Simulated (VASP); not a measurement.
Set up this calculation in VASP 6.6.1, as the native input.

```yaml
Task: single point
Functional: PBE
Potentials_or_basis: VASP PAW PBE potentials, release 64 (Li_sv, F)
Cutoff: 520 eV
k_mesh: 10 × 10 × 10
Occupations: gaussian, width 0.05 eV
Spin: no spin polarisation
Dipole_correction: no
Further_INCAR_settings: ALGO = Normal; EDIFF = 1e-06; NBANDS = 12
```

The structure of LiF lies in POSCAR:

```
LiF
1.0
    0.0000000000      2.0140000000      2.0140000000
    2.0140000000      0.0000000000      2.0140000000
    2.0140000000      2.0140000000      0.0000000000
Li F
1 1
Direct
    0.0000000000      0.0000000000      0.0000000000
    0.4844836147      0.4844836147      0.5155163853
```

This cell differs from its parent crystal: all F atoms moved +0.062 Å, as atom 2 towards its neighbour atom 1 (Li) at 2.014 Å.

One way to write it, as run:

INCAR

```
ALGO = Normal ; EDIFF = 1E-6
ENCUT = 520 ; GGA = PE
ISIF = 2 ; ISMEAR = 0
LASPH = T ; LCHARG = F
LREAL = F ; LWAVE = F
NBANDS = 12 ; NELM = 80
PREC = Accurate ; SIGMA = 0.05
```

KPOINTS

```
k-points
0
Gamma
  10 10 10
```

Potentials or basis: VASP PAW PBE potentials, release 64 (Li_sv, F).

Run with:

```console
$ cat potpaw_PBE.64/Li_sv/POTCAR potpaw_PBE.64/F/POTCAR > POTCAR
$ mpirun -np 1 vasp_std > vasp.out
```

It gave:

| Quantity | Value |
| --- | --- |
| Largest force | 0.109 eV/Å |
| Band gap on the k mesh | 9.08 eV, direct |

Caveat: the cell differs from its parent crystal (all F atoms moved +0.062 Å, as atom 2 towards its neighbour atom 1 (Li) at 2.014 Å).

It took 8.5 s on 1 thread of Intel(R) Xeon(R) 6975P-C (Granite Rapids) (shared host), peak memory 0.13 GiB.
